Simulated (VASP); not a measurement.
# FeHPt (P4/mmm) in VASP: single point with r2SCAN

Aim: the single point of FeHPt with r2SCAN.

Everything below comes from runs of VASP 6.6.1. Logs are shortened: lines on timing, memory, paths and dates and some standing lists are left out, and cuts for length are marked.

## 1. The cell of the first run

It takes space group P4/mmm (No. 123, tetragonal). The conventional cell has a = 2.730 Å, b = 2.730 Å, c = 4.173 Å, α = 90.00°, β = 90.00°, γ = 90.00°. Fe (site symmetry 4/mmm) has 2 H at 2.09 Å and 4 Fe at 2.73 Å and 8 Pt at 2.84 Å within 2.9 Å. Within 2.6 Å of Pt (site symmetry 4/mmm) lie 4 H at 1.93 Å. H (site symmetry 4/mmm) has 4 Pt at 1.93 Å and 2 Fe at 2.09 Å within 2.6 Å.

## 2. Single point, r2SCAN, collinear spin, ferromagnetic start

Contents of POSCAR:

```
FeHPt
1.0
    2.7303780439      0.0000000000      0.0000000000
    0.0000000000      2.7303780439      0.0000000000
    0.0000000000      0.0000000000      4.1733665698
Fe Pt H
1 1 1
Direct
    1.0000000000      0.0000000000      0.0000000000
    0.5000000000      0.5000000000      0.5000000000
    0.0000000000      0.0000000000      0.5000000000
```

Contents of INCAR.step1:

```
PREC = Accurate
ENCUT = 520
ISMEAR = 0
SIGMA = 0.1
LREAL = False
LASPH = True
NELM = 150
ISPIN = 2
MAGMOM = 2.95 0.24 0
LMAXMIX = 4
NBANDS = 20
GGA = PE
ALGO = Normal
EDIFF = 1E-4
LWAVE = True
LCHARG = False
```

Contents of INCAR.step2:

```
PREC = Accurate
ENCUT = 520
EDIFF = 1E-6
ISMEAR = 0
SIGMA = 0.1
LREAL = False
LASPH = True
NELM = 150
ALGO = Normal
ISIF = 2
LWAVE = False
LCHARG = False
ISPIN = 2
MAGMOM = 2.95 0.24 0
LORBIT = 11
LMAXMIX = 4
METAGGA = R2SCAN
LMIXTAU = True
NBANDS = 20
ISTART = 1
```

Contents of KPOINTS:

```
Automatic mesh
0
Gamma
  8 8 6
```

Potentials or basis: VASP PAW PBE potentials, release 64 (Fe, Pt, H).

Started as:

```bash
cat potpaw_PBE.64/Fe/POTCAR potpaw_PBE.64/Pt/POTCAR potpaw_PBE.64/H/POTCAR > POTCAR
cp INCAR.step1 INCAR
mpirun -np 1 vasp_std > vasp.out
cp INCAR.step2 INCAR
mpirun -np 1 vasp_std > vasp.out
```

OUTCAR:

```text
PREC = Accurate
   ENCUT = 520
   EDIFF = 1E-6
   ISMEAR = 0
   LREAL = False
   LASPH = True
   NELM = 150
   ISIF = 2
   ISPIN = 2
   LORBIT = 11
   METAGGA = R2SCAN
   ISTART = 1

 ion  position               nearest neighbor table
   1  0.000  0.000  0.000-   2 2.84   2 2.84   2 2.84   2 2.84   2 2.84   2 2.84   2 2.84   2 2.84

   2  0.500  0.500  0.500-   3 1.93   3 1.93   3 1.93   3 1.93   1 2.84   1 2.84   1 2.84   1 2.84
                             1 2.84   1 2.84   1 2.84   1 2.84
   3  0.000  0.000  0.500-   2 1.93   2 1.93   2 1.93   2 1.93

  LATTYP: Found a simple tetragonal cell.
 ALAT       =     2.7303780439
 C/A-ratio  =     1.5284940410

  Lattice vectors:

 A1 = (   2.7303780439,   0.0000000000,   0.0000000000)
 A2 = (   0.0000000000,   2.7303780439,   0.0000000000)
 A3 = (   0.0000000000,   0.0000000000,   4.1733665698)

Analysis of symmetry for initial positions (statically):
=====================================================================
 Subroutine PRICEL returns:
 Original cell was already a primitive cell.

 Routine SETGRP: Setting up the symmetry group for a
 simple tetragonal supercell.

 Subroutine GETGRP returns: Found 16 space group operations
 (whereof 16 operations were pure point group operations)
 out of a pool of 16 trial point group operations.

The static configuration has the point symmetry D_4h.

Analysis of symmetry for dynamics (positions and initial velocities):
=====================================================================
 Subroutine PRICEL returns:
 Original cell was already a primitive cell.

 Routine SETGRP: Setting up the symmetry group for a
 simple tetragonal supercell.

 Subroutine GETGRP returns: Found 16 space group operations
 (whereof 16 operations were pure point group operations)
 out of a pool of 16 trial point group operations.

The dynamic configuration has the point symmetry D_4h.

Analysis of structural, dynamic, and magnetic symmetry:
=====================================================================
 Subroutine PRICEL returns:
 Original cell was already a primitive cell.

 Routine SETGRP: Setting up the symmetry group for a
 simple tetragonal supercell.

 Subroutine GETGRP returns: Found 16 space group operations
 (whereof 16 operations were pure point group operations)
 out of a pool of 16 trial point group operations.

The overall configuration has the point symmetry D_4h.

 Subroutine INISYM returns: Found 16 space group operations
 (whereof 16 operations are pure point group operations),
 and found     1 'primitive' translations

----------------------------------------------------------------------------------------

                                     Primitive cell

  volume of cell :      31.1123

  direct lattice vectors                    reciprocal lattice vectors
     2.730378044  0.000000000  0.000000000     0.366249649  0.000000000  0.000000000
     0.000000000  2.730378044  0.000000000     0.000000000  0.366249649  0.000000000
     0.000000000  0.000000000  4.173366570     0.000000000  0.000000000  0.239614705

  length of vectors
     2.730378044  2.730378044  4.173366570     0.366249649  0.366249649  0.239614705

  position of ions in fractional coordinates (direct lattice)
     0.000000000  0.000000000  0.000000000
     0.500000000  0.500000000  0.500000000
     0.000000000  0.000000000  0.500000000

  ion indices of the primitive-cell ions
   primitive index   ion index
                 1           1
                 2           2
                 3           3

----------------------------------------------------------------------------------------

 KPOINTS: Automatic mesh

Automatic generation of k-mesh.
 Grid dimensions read from file:
 generate k-points for:    8    8    6

 Generating k-lattice:

  Cartesian coordinates                     Fractional coordinates (reciprocal lattice)
     0.045781206  0.000000000  0.000000000     0.125000000  0.000000000  0.000000000
     0.000000000  0.045781206  0.000000000     0.000000000  0.125000000  0.000000000
     0.000000000  0.000000000  0.039935784     0.000000000  0.000000000  0.166666667

  Length of vectors
     0.045781206  0.045781206  0.039935784

  Shift w.r.t. Gamma in fractional coordinates (k-lattice)
     0.000000000  0.000000000  0.000000000

 Subroutine IBZKPT returns following result:
 ===========================================

 Found     60 irreducible k-points:

 Following reciprocal coordinates:
            Coordinates               Weight
  0.000000  0.000000  0.000000      1.000000
  0.125000  0.000000  0.000000      4.000000
  0.250000  0.000000  0.000000      4.000000
  0.375000  0.000000  0.000000      4.000000
  0.500000  0.000000  0.000000      2.000000
  0.125000  0.125000  0.000000      4.000000
[... 16 lines left out ...]
  0.375000  0.125000  0.166667     16.000000
  0.500000  0.125000  0.166667      8.000000
 [... further k-points ...]
   k-points           NKPTS =     60   k-points in BZ     NKDIM =     60   number of bands    NBANDS=     20
   number of dos      NEDOS =    301   number of ions     NIONS =      3
   total plane-waves  NPLWV =  12800
   dimension x,y,z NGX =    20 NGY =   20 NGZ =   32
   dimension x,y,z NGXF=    40 NGYF=   40 NGZF=   64
   ions per type =               1   1   1
   NGX,Y,Z   is equivalent  to a cutoff of  12.18, 12.18, 12.75 a.u.
   NGXF,Y,Z  is equivalent  to a cutoff of  24.36, 24.36, 25.49 a.u.
 SYSTEM =  unknown system
   PREC   = accura    normal or accurate (medium, high low for compatibility)
   ISTART =      1    job   : 0-new  1-cont  2-samecut
   ICHARG =      0    charge: 1-file 2-atom 10-const
   ISPIN  =      2    spin polarized calculation?
   LNONCOLLINEAR =      F non collinear calculations
   LSORBIT =      F    spin-orbit coupling
   LASPH  =      T    aspherical Exc in radial PAW
   ENCUT  =  520.0 eV  38.22 Ry    6.18 a.u.   5.08  5.08  7.76*2*pi/ulx,y,z
   NELM   =    150;   NELMIN=  2; NELMDL=  0     # of ELM steps
   EDIFF  = 0.1E-05   stopping-criterion for ELM
   LREAL  =      F    real-space projection
   EDIFFG = 0.1E-04   stopping-criterion for IOM
   NSW    =      0    number of steps for IOM
   IBRION =     -1    ionic relax: 0-MD 1-quasi-New 2-CG
   NFREE  =      0    steps in history (QN), initial steepest desc. (CG)
   ISIF   =      2    stress and relaxation
   ISYM   =      2    0-nonsym 1-usesym 2-fastsym
   POTIM  = 0.5000    time-step for ionic-motion
   TEBEG  =    0.0;   TEEND  =   0.0 temperature during run
   PSTRESS=    0.0 pullay stress
   NELECT =      19.0000    total number of electrons
   NUPDOWN=      -1.0000    fix difference up-down
   EMIN   =  10.00;   EMAX   =-10.00  energy-range for DOS
   EFERMI =   0.00;   METHOD = LEGACY
   ISMEAR =     0;   SIGMA  =   0.10  broadening in eV -4-tet -1-fermi 0-gaus
   EFERMI_NEDOS =   21; number of points for ismear=-14 and -15
   IALGO  =     38    algorithm
   IMIX   =      4    mixing-type and parameters
     AMIX     =   0.40;   BMIX     =  1.00
     AMIX_MAG =   1.60;   BMIX_MAG =  1.00
  volume/ion in A,a.u.               =      10.37        69.99
  Fermi-wavevector in a.u.,A,eV,Ry     =   1.388935  2.624707 26.247558  1.929141
  Thomas-Fermi vector in A             =   2.513014
   LORBIT       =     11    0 simple, 1 ext, 2 COOP (PROOUT), +10 PAW based schemes
   METAGGA = R2SCAN    functional components
   LHFCALC =     F    Hartree Fock is set to
   AEXX    =    0.0000 exact exchange contribution
   IVDW    =     0    specifies the selected vdW correction
   LEPSILON=     F    determine dielectric tensor
   LRPA    =     F    only Hartree local field effects (RPA)
 spin polarized calculation
 Gauss-broadening in eV      SIGMA  =   0.10
  energy-cutoff  :      520.00
  volume of cell :       31.11
 maximum number of plane-waves:       856
   NGX = 11   NGY = 11   NGZ = 15

 number of electron      18.9999987 magnetization       3.3138432

 Free energy of the ion-electron system (eV)
  ---------------------------------------------------
  ext. energy  EPLUGINS =         0.00000000
  ---------------------------------------------------
  free energy    TOTEN  =       -69.12689679 eV

  energy without entropy =      -69.12053719  energy(sigma->0) =      -69.12371699

 E-fermi :   8.5088     XC(G=0): -13.7812

 val. band max:        8.4834325114   @ k =   0.1250   0.1250   0.3333
 cond. band min:       8.5215611242   @ k =   0.2500   0.1250   0.0000
 fundamental gap:      0.0381286128
 Fermi energy:         8.5088053808

 spin component 1

 k-point     1 :       0.0000    0.0000    0.0000
  band No.  band energies     occupation
      1      -4.5809      1.00000
      2       1.1936      1.00000
      3       1.3395      1.00000
      4       4.3658      1.00000
      5       4.3658      1.00000
      6       4.5714      1.00000
[... 12 lines left out ...]
     19      27.1727      0.00000
[... 513 lines left out ...]
      4       3.3808      1.00000
      5       4.0110      1.00000
      6       4.4251      1.00000
[... 12 lines left out ...]
     19      26.2533      0.00000
     20      29.3824      0.00000

 [... further k-points ...]

 spin component 2

 k-point     1 :       0.0000    0.0000    0.0000
  band No.  band energies     occupation
      1      -4.6012      1.00000
      2       1.3324      1.00000
      3       1.6366      1.00000
      4       5.6432      1.00000
      5       5.6432      1.00000
      6       6.5803      1.00000
[... 12 lines left out ...]
     19      27.3077      0.00000
[... 513 lines left out ...]
      4       3.8446      1.00000
      5       5.1501      1.00000
      6       5.2699      1.00000
[... 12 lines left out ...]
     19      27.2572      0.00000
     20      29.3407      0.00000

 [... further k-points ...]

------------------------ aborting loop because EDIFF is reached ----------------------------------------

  FORCE on cell =-STRESS in cart. coord.  units (eV):
  Direction    XX          YY          ZZ          XY          YZ          ZX
  --------------------------------------------------------------------------------------
  -------------------------------------------------------------------------------------
  Total        0.1024987      0.1024987      0.0045093      0.0000000     -0.0000000      0.0000000
  in kB        5.2783318      5.2783318      0.2322129      0.0000000     -0.0000000      0.0000000
  external PRESSURE =       3.5962922 kB  Pullay stress =       0.0000000 kB

 VOLUME and BASIS-vectors are now :
 -----------------------------------------------------------------------------
  energy-cutoff  :      520.00
  volume of cell :       31.11
      direct lattice vectors                 reciprocal lattice vectors
     2.730378044  0.000000000  0.000000000     0.366249649  0.000000000  0.000000000
     0.000000000  2.730378044  0.000000000     0.000000000  0.366249649  0.000000000
     0.000000000  0.000000000  4.173366570     0.000000000  0.000000000  0.239614705

 POSITION                                       TOTAL-FORCE (eV/Angst)
 -----------------------------------------------------------------------------------
      0.00000      0.00000      0.00000         0.000000      0.000000      0.000000
      1.36519      1.36519      2.08668         0.000000      0.000000      0.000000
      0.00000      0.00000      2.08668         0.000000      0.000000      0.000000
 -----------------------------------------------------------------------------------
    total drift:                               -0.000000      0.000000      0.000000

  FREE ENERGIE OF THE ION-ELECTRON SYSTEM (eV)
  ---------------------------------------------------
  free  energy   TOTEN  =       -69.1268967918 eV

  energy  without entropy=      -69.1205371933  energy(sigma->0) =      -69.12371699

 total charge

# of ion       s       p       d       tot
------------------------------------------
    1        0.349   0.385   6.108   6.842
    2        0.654   0.717   8.146   9.517
    3        0.477   0.046   0.000   0.523
--------------------------------------------------
tot          1.480   1.148  14.254  16.882

 magnetization (x)

# of ion       s       p       d       tot
------------------------------------------
    1        0.012  -0.016   3.164   3.160
    2       -0.014  -0.062   0.286   0.211
    3       -0.000  -0.001   0.000  -0.001
--------------------------------------------------
tot         -0.001  -0.079   3.450   3.370
```

Run time: 3.3 min. Hardware: 1 thread of Intel Xeon Platinum 8375C at 2.90GHz (Ice Lake), shared host; peak memory 0.2 GiB.

Results:

```
Free energy                                           : -69.1269 eV
Pressure                                              : 0.4 GPa
Net moment                                            : 3.31 μB per cell
Site moments                                          : Fe +3.16; Pt +0.21; H -0.00 μB
Valence electrons inside the program's atomic spheres : Fe 6.84; Pt 9.52; H 0.52
```

Caveat: the PAW data sets were made with another functional, which shifts forces and pressure a little; spin-orbit coupling is left out, which moves the levels of the heavy elements.
